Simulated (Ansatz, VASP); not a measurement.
## P: VASP beside Ansatz

```
P
1.0
     4.03988    0.00000    0.00000
    -2.01994    3.49864    0.00000
     0.00000    0.00000    4.71875
P
4
Direct
  0.33333 0.66667 0.49976
  0.66667 0.33333 0.99976
  0.66667 0.33333 0.50024
  0.33333 0.66667 0.00024
```

Alike in both runs: functional r2SCAN; k mesh 6 × 6 × 4; occupations gaussian, width 0.1 eV; no spin polarisation.

Ansatz relaxed the structure, and its values are those at the end. VASP's run is a single point on that final structure, the one shown.

|  | VASP | Ansatz |
| --- | --- | --- |
| version | VASP 6.6.1 | Ansatz 0.2.0 |
| potentials or method | VASP PAW PBE potentials, release 64 (P), cutoff 520 eV | scalar-relativistic, plane waves, PAW |
| valence electrons in the cell | 20 | 20 |

```tsv
	VASP	Ansatz	Ansatz less VASP
gap on the k mesh at the Fermi level (eV)	none	none	-
pressure (GPa)	-0.5	0.0	+0.44
```

VASP's potentials were made for PBE, not for r2SCAN. A gap of «none» marks a metal or a gap that the smearing closes.
